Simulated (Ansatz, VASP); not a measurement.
# Two plane-wave programs on Sb

```
CELL_PARAMETERS angstrom
0.00000 3.43360 3.43360
3.43360 0.00000 3.43360
3.43360 3.43360 0.00000
ATOMIC_POSITIONS crystal
Sb 0.50000 0.50000 0.50000
Sb 0.75000 0.75000 0.75000
```

Alike in both runs: functional r2SCAN; k mesh 4 × 4 × 4; occupations gaussian, width 0.1 eV; no spin polarisation.

Ansatz relaxed the structure, and its values are those at the end. VASP's run is a single point on that final structure, the one shown.

|  | VASP | Ansatz |
| --- | --- | --- |
| version | VASP 6.6.1 | Ansatz 0.2.0 |
| potentials or method | VASP PAW PBE potentials, release 64 (Sb), cutoff 520 eV | scalar-relativistic, plane waves, PAW |
| valence electrons in the cell | 10 | 30 |

|  | VASP | Ansatz | Ansatz less VASP |
| --- | --- | --- | --- |
| gap on the k mesh at the Fermi level (eV) | none | none | - |
| pressure (GPa) | 0.4 | 0.4 | -0.06 |

VASP's potentials were made for PBE, not for r2SCAN. A gap of «none» marks a metal or a gap that the smearing closes. The functional is the same, so the differences come from potentials, cutoffs and numerics. VASP's potentials hold 10 valence electrons a cell and Ansatz's 30, so a difference there can come from the potentials and not from the codes.

The k mesh is coarse, so the values compare programs but aren't converged. Spin-orbit coupling is off throughout.
